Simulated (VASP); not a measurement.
# Cs8Sn8Br25 (a cell with a defect) in VASP: single point with PBEsol

Aim: the single point of Cs8Sn8Br25 (a cell with a defect) with PBEsol.

Everything below comes from runs of VASP 6.6.1. Logs are shortened: lines on timing, memory, paths and dates and some standing lists are left out, and cuts for length are marked.

## (1) The cell of the first run

The cell holds a defect, 41 atoms: a = 11.500 Å, b = 11.500 Å, c = 11.500 Å, α = 90.00°, β = 90.00°, γ = 90.00°.

## (2) Single point, PBEsol

The input, INCAR:

```
ALGO     = Normal         # electronic algorithm
EDIFF    = 1E-6           # SCF threshold, eV
ENCUT    = 400            # plane-wave cutoff, eV
GGA      = PS             # functional
GGA_COMPAT= False        
ISIF     = 2              # what is computed and relaxed
ISMEAR   = -1             # smearing method
ISYM     = -1           
LASPH    = True           # aspherical terms in the spheres
LCHARG   = False          # write CHGCAR
LREAL    = Auto         
LWAVE    = False          # write WAVECAR
NBANDS   = 206            # bands
NELECT   = 358.0        
NELM     = 120            # most SCF steps
PREC     = Accurate       # precision mode
SIGMA    = 0.05           # smearing width, eV
```

The input, KPOINTS:

```
explicit points
1
Reciprocal
  0.25000000   0.25000000   0.25000000 1
```

The input, POSCAR:

```
Cs8Sn8Br25
1.0
   11.5000000000      0.0000000000      0.0000000000
    0.0000000000     11.5000000000      0.0000000000
    0.0000000000      0.0000000000     11.5000000000
Cs Sn Br
8 8 25
Direct
    0.9903050000      0.9841870000      0.0149740000
    0.0008660000      0.0311090000      0.4947780000
    0.9871420000      0.5129350000      0.0110240000
    0.0065750000      0.4819510000      0.4941060000
    0.5160840000      0.0000100000      0.9989740000
    0.4910560000      0.0397770000      0.4911820000
    0.5152790000      0.4990470000      0.0011600000
    0.4910220000      0.4591060000      0.4910900000
    0.2464660000      0.2483440000      0.2482670000
    0.2426810000      0.2478060000      0.7561590000
    0.2503910000      0.7482920000      0.2601350000
    0.2406470000      0.7479410000      0.7635250000
    0.7477230000      0.2502520000      0.2406860000
    0.7434630000      0.2539400000      0.7402290000
    0.7389870000      0.7503260000      0.2505420000
    0.7127760000      0.7524480000      0.6825780000
    0.2430190000      0.2442250000      0.0016330000
    0.2445310000      0.2519460000      0.5040780000
    0.2272570000      0.7454860000      0.0167860000
    0.2403190000      0.7445320000      0.5296960000
    0.7490990000      0.2468530000      0.9896630000
    0.7464440000      0.2531550000      0.4916040000
    0.7608900000      0.7523220000      0.0101040000
    0.8742570000      0.7567020000      0.5137120000
    0.9980770000      0.2544590000      0.2478800000
    0.9940060000      0.2539530000      0.7446540000
    0.0094840000      0.7403560000      0.2512010000
    0.0130590000      0.7494250000      0.7936690000
    0.4968360000      0.2473450000      0.2405710000
    0.4921970000      0.2495320000      0.7485910000
    0.4969570000      0.7493180000      0.1951480000
    0.4764240000      0.7500480000      0.7953880000
    0.2457880000      0.9989690000      0.2578020000
    0.2432440000      0.9931380000      0.7624210000
    0.2543110000      0.4997050000      0.2611440000
    0.2390560000      0.5036370000      0.7664420000
    0.7472360000      0.0014270000      0.2490770000
    0.7323870000      0.9965820000      0.7227280000
    0.7437570000      0.4990550000      0.2483860000
    0.7407750000      0.5021260000      0.7305530000
    0.5734740000      0.7497250000      0.4957040000
```

Potentials or basis: VASP PAW PBE potentials, release 64 (Cs_sv, Sn_d, Br).

On the command line:

```bash
$ cat potpaw_PBE.64/Cs_sv/POTCAR potpaw_PBE.64/Sn_d/POTCAR potpaw_PBE.64/Br/POTCAR > POTCAR
$ mpirun -np 1 vasp_std > vasp.out
```

OUTCAR:

```text
EDIFF = 1E-6
   ENCUT = 400
   GGA = PS
   ISIF = 2
   ISMEAR = -1
   ISYM = -1
   LASPH = True
   LREAL = Auto
   NELECT = 358.0
   NELM = 120
   PREC = Accurate

 ion  position               nearest neighbor table
   1  0.990  0.984  0.015-
   2  0.001  0.031  0.495-
   3  0.987  0.513  0.011-
   4  0.007  0.482  0.494-
   5  0.516  0.000  0.999-
   6  0.491  0.040  0.491-
   7  0.515  0.499  0.001-
   8  0.491  0.459  0.491-
   9  0.246  0.248  0.248-  17 2.84  25 2.86  33 2.87  29 2.88  35 2.90  18 2.94
  10  0.243  0.248  0.756-  17 2.82  26 2.86  30 2.87  18 2.90  34 2.93  36 2.94
  11  0.250  0.748  0.260-  27 2.77  19 2.81  35 2.86  33 2.88  31 2.93  20 3.10
  12  0.241  0.748  0.764-  28 2.64  20 2.69  32 2.74  36 2.81  34 2.82  19 2.92
  13  0.748  0.250  0.241-  39 2.86  37 2.86  25 2.88  29 2.89  22 2.89  21 2.89
  14  0.743  0.254  0.740-  40 2.86  22 2.86  21 2.87  26 2.88  30 2.89  38 2.97
  15  0.739  0.750  0.251-  23 2.78  31 2.86  37 2.89  39 2.89  27 3.11
  16  0.713  0.752  0.683-  41 2.68  24 2.69  38 2.85  40 2.95  32 3.01
  17  0.243  0.244  0.002-  10 2.82   9 2.84
  18  0.245  0.252  0.504-  10 2.90   9 2.94
  19  0.227  0.745  0.017-  11 2.81  12 2.92
  20  0.240  0.745  0.530-  12 2.69  11 3.10
  21  0.749  0.247  0.990-  14 2.87  13 2.89
  22  0.746  0.253  0.492-  14 2.86  13 2.89
  23  0.761  0.752  0.010-  15 2.78
  24  0.874  0.757  0.514-  16 2.69
  25  0.998  0.254  0.248-   9 2.86  13 2.88
  26  0.994  0.254  0.745-  10 2.86  14 2.88
  27  0.009  0.740  0.251-  11 2.77  15 3.11
  28  0.013  0.749  0.794-  12 2.64
  29  0.497  0.247  0.241-   9 2.88  13 2.89
  30  0.492  0.250  0.749-  10 2.87  14 2.89
  31  0.497  0.749  0.195-  15 2.86  11 2.93
  32  0.476  0.750  0.795-  12 2.74  16 3.01
  33  0.246  0.999  0.258-   9 2.87  11 2.88
  34  0.243  0.993  0.762-  12 2.82  10 2.93
  35  0.254  0.500  0.261-  11 2.86   9 2.90
  36  0.239  0.504  0.766-  12 2.81  10 2.94
  37  0.747  0.001  0.249-  13 2.86  15 2.89
  38  0.732  0.997  0.723-  16 2.85  14 2.97
  39  0.744  0.499  0.248-  13 2.86  15 2.89
  40  0.741  0.502  0.731-  14 2.86  16 2.95
  41  0.573  0.750  0.496-  16 2.68

IMPORTANT INFORMATION: All symmetrisations will be switched off!
NOSYMM: (Re-)initialisation of all symmetry stuff for point group C_1.

----------------------------------------------------------------------------------------

                                     Primitive cell

  volume of cell :    1520.8750

  direct lattice vectors                    reciprocal lattice vectors
    11.500000000  0.000000000  0.000000000     0.086956522  0.000000000  0.000000000
     0.000000000 11.500000000  0.000000000     0.000000000  0.086956522  0.000000000
     0.000000000  0.000000000 11.500000000     0.000000000  0.000000000  0.086956522

  length of vectors
    11.500000000 11.500000000 11.500000000     0.086956522  0.086956522  0.086956522

  position of ions in fractional coordinates (direct lattice)
     0.990305000  0.984187000  0.014974000
     0.000866000  0.031109000  0.494778000
     0.987142000  0.512935000  0.011024000
     0.006575000  0.481951000  0.494106000
     0.516084000  0.000010000  0.998974000
     0.491056000  0.039777000  0.491182000
[... 33 lines left out ...]
     0.740775000  0.502126000  0.730553000
     0.573474000  0.749725000  0.495704000

  ion indices of the primitive-cell ions
   primitive index   ion index
                 1           1
                 2           2
                 3           3
                 4           4
                 5           5
                 6           6
[... 33 lines left out ...]
                40          40
                41          41

----------------------------------------------------------------------------------------

 KPOINTS: explicit points

Read explicit list of k-points.

 Found      1 k-points:

 Following reciprocal coordinates:
            Coordinates               Weight
  0.250000  0.250000  0.250000      1.000000
   k-points           NKPTS =      1   k-points in BZ     NKDIM =      1   number of bands    NBANDS=    206
   number of dos      NEDOS =    301   number of ions     NIONS =     41
   total plane-waves  NPLWV = 512000
   dimension x,y,z NGX =    80 NGY =   80 NGZ =   80
   dimension x,y,z NGXF=   160 NGYF=  160 NGZF=  160
   ions per type =               8   8  25
   NGX,Y,Z   is equivalent  to a cutoff of  11.56, 11.56, 11.56 a.u.
   NGXF,Y,Z  is equivalent  to a cutoff of  23.13, 23.13, 23.13 a.u.
 SYSTEM =  unknown system
   PREC   = accura    normal or accurate (medium, high low for compatibility)
   ISTART =      0    job   : 0-new  1-cont  2-samecut
   ICHARG =      2    charge: 1-file 2-atom 10-const
   ISPIN  =      1    spin polarized calculation?
   LNONCOLLINEAR =      F non collinear calculations
   LSORBIT =      F    spin-orbit coupling
   LASPH  =      T    aspherical Exc in radial PAW
   ENCUT  =  400.0 eV  29.40 Ry    5.42 a.u.  18.75 18.75 18.75*2*pi/ulx,y,z
   NELM   =    120;   NELMIN=  2; NELMDL= -5     # of ELM steps
   EDIFF  = 0.1E-05   stopping-criterion for ELM
   LREAL  =      T    real-space projection
   EDIFFG = 0.1E-04   stopping-criterion for IOM
   NSW    =      0    number of steps for IOM
   IBRION =     -1    ionic relax: 0-MD 1-quasi-New 2-CG
   NFREE  =      0    steps in history (QN), initial steepest desc. (CG)
   ISIF   =      2    stress and relaxation
   ISYM   =     -1    0-nonsym 1-usesym 2-fastsym
   POTIM  = 0.5000    time-step for ionic-motion
   TEBEG  =    0.0;   TEEND  =   0.0 temperature during run
   PSTRESS=    0.0 pullay stress
   NELECT =     358.0000    total number of electrons
   NUPDOWN=      -1.0000    fix difference up-down
   EMIN   =  10.00;   EMAX   =-10.00  energy-range for DOS
   EFERMI =   0.00;   METHOD = LEGACY
   ISMEAR =    -1;   SIGMA  =   0.05  broadening in eV -4-tet -1-fermi 0-gaus
   EFERMI_NEDOS =   21; number of points for ismear=-14 and -15
   IALGO  =     38    algorithm
   IMIX   =      4    mixing-type and parameters
     AMIX     =   0.40;   BMIX     =  1.00
     AMIX_MAG =   1.60;   BMIX_MAG =  1.00
  volume/ion in A,a.u.               =      37.09       250.33
  Fermi-wavevector in a.u.,A,eV,Ry     =   1.010814  1.910162 13.901689  1.021745
  Thomas-Fermi vector in A             =   2.143826
   LORBIT       =      0    0 simple, 1 ext, 2 COOP (PROOUT), +10 PAW based schemes
   GGA     = PS    functional components
   LHFCALC =     F    Hartree Fock is set to
   AEXX    =    0.0000 exact exchange contribution
   IVDW    =     0    specifies the selected vdW correction
   LEPSILON=     F    determine dielectric tensor
   LRPA    =     F    only Hartree local field effects (RPA)
 non-spin polarized calculation
  energy-cutoff  :      400.00
  volume of cell :     1520.88
 maximum number of plane-waves:     27658
 NGX is ok and might be reduce to    80
   NGX = 37   NGY = 37   NGZ = 37

 number of electron     357.9999994 magnetization

 Free energy of the ion-electron system (eV)
  ---------------------------------------------------
  ext. energy  EPLUGINS =         0.00000000
  ---------------------------------------------------
  free energy    TOTEN  =      -138.01046766 eV

  energy without entropy =     -137.97805325  energy(sigma->0) =     -137.99426046

 E-fermi :   1.2441     XC(G=0):  -8.1164

 val. band max:        1.0820829854   @ k =   0.2500   0.2500   0.2500
 cond. band min:       1.4058058232   @ k =   0.2500   0.2500   0.2500
 fundamental gap:      0.3237228378
 Fermi energy:         1.2441216070

 k-point     1 :       0.2500    0.2500    0.2500
  band No.  band energies     occupation
      1     -20.3950      2.00000
      2     -20.3712      2.00000
      3     -20.3456      2.00000
      4     -20.3192      2.00000
      5     -20.3110      2.00000
      6     -20.0121      2.00000
[... 183 lines left out ...]
    190       4.2834      0.00000
    191       4.4372      0.00000
 [bands above 191 left out]

------------------------ aborting loop because EDIFF is reached ----------------------------------------

  FORCE on cell =-STRESS in cart. coord.  units (eV):
  Direction    XX          YY          ZZ          XY          YZ          ZX
  --------------------------------------------------------------------------------------
  -------------------------------------------------------------------------------------
  Total       -8.0105580     -9.2588203     -9.8160412     -0.4711210     -0.3914617      0.1043685
  in kB       -8.4387833     -9.7537746    -10.3407832     -0.4963060     -0.4123883      0.1099477
  external PRESSURE =      -9.5111137 kB  Pullay stress =       0.0000000 kB

 VOLUME and BASIS-vectors are now :
 -----------------------------------------------------------------------------
  energy-cutoff  :      400.00
  volume of cell :     1520.88
      direct lattice vectors                 reciprocal lattice vectors
    11.500000000  0.000000000  0.000000000     0.086956522  0.000000000  0.000000000
     0.000000000 11.500000000  0.000000000     0.000000000  0.086956522  0.000000000
     0.000000000  0.000000000 11.500000000     0.000000000  0.000000000  0.086956522

 POSITION                                       TOTAL-FORCE (eV/Angst)
 -----------------------------------------------------------------------------------
     11.38851     11.31815      0.17220         0.013192     -0.000796      0.007357
      0.00996      0.35775      5.68995         0.002044     -0.001515      0.005071
     11.35213      5.89875      0.12678         0.004071     -0.004298     -0.001482
      0.07561      5.54244      5.68222         0.000450      0.004941      0.004850
      5.93497      0.00012     11.48820        -0.001662      0.004076     -0.010205
      5.64714      0.45744      5.64859        -0.002482      0.009875      0.012372
[... 33 lines left out ...]
      8.51891      5.77445      8.40136        -0.001637     -0.013337     -0.003709
      6.59495      8.62184      5.70060        -0.026164     -0.011803     -0.012755
 -----------------------------------------------------------------------------------
    total drift:                                0.015787      0.010817     -0.006146

  FREE ENERGIE OF THE ION-ELECTRON SYSTEM (eV)
  ---------------------------------------------------
  free  energy   TOTEN  =      -138.0104676626 eV

  energy  without entropy=     -137.9780532522  energy(sigma->0) =     -137.99426046
```

Wall time 7.3 min (1 thread of Intel Xeon Platinum 8259CL at 2.50GHz (Skylake/Cascade Lake), shared host); peak memory 1 GiB.

Results:

```yaml
Free_energy: -138.0105 eV
Largest_force: 0.037 eV/Å
```

Forces on the atoms (eV/Å):
```
Cs   0.013 -0.001  0.007
Cs   0.002 -0.002  0.005
Cs   0.004 -0.004 -0.001
Cs   0.000  0.005  0.005
Cs  -0.002  0.004 -0.010
Cs  -0.002  0.010  0.012
Cs  -0.007  0.002 -0.015
Cs   0.001  0.005  0.006
Sn  -0.009  0.007  0.001
Sn  -0.005  0.006  0.002
Sn   0.000 -0.001  0.014
Sn  -0.004  0.006 -0.005
Sn  -0.003  0.002 -0.012
Sn   0.007 -0.005  0.012
Sn   0.019 -0.004 -0.003
Sn   0.009  0.004  0.017
Br  -0.007 -0.003  0.009
Br   0.003 -0.005 -0.006
Br   0.014  0.006 -0.001
Br   0.005  0.002 -0.008
Br  -0.002  0.009  0.019
Br  -0.004  0.004 -0.018
Br  -0.003 -0.006  0.010
Br   0.006 -0.012 -0.004
Br  -0.010 -0.005  0.000
Br  -0.003 -0.002 -0.005
Br  -0.027  0.002 -0.024
Br  -0.024 -0.003  0.005
Br   0.017 -0.001  0.000
Br   0.000  0.003 -0.002
Br   0.023  0.008  0.001
Br   0.016 -0.009 -0.004
Br  -0.002  0.003  0.000
Br   0.006  0.012  0.000
Br   0.002 -0.009 -0.005
Br  -0.005 -0.010 -0.001
Br   0.006 -0.007  0.016
Br   0.001  0.010 -0.004
Br  -0.008  0.004  0.004
Br  -0.002 -0.013 -0.004
Br  -0.026 -0.012 -0.013
```

Levels at points of the mesh, in eV from the Fermi level:
```csv
k point,band 175,band 176,band 177,band 178,band 179,band 180,band 181,band 182,band 183,band 184
"(0.25, 0.25, 0.25)",-0.92,-0.81,-0.56,-0.42,-0.16,0.16,2.28,2.36,2.59,2.65
```

Caveat: the cell carries a net charge on a neutralising background, which shifts energy and pressure; the cell is charged against a uniform background, so pressure and absolute levels hang on convention; the PAW data sets were made with another functional, which shifts forces and pressure a little; spin-orbit coupling is left out, which moves the levels of the heavy elements.
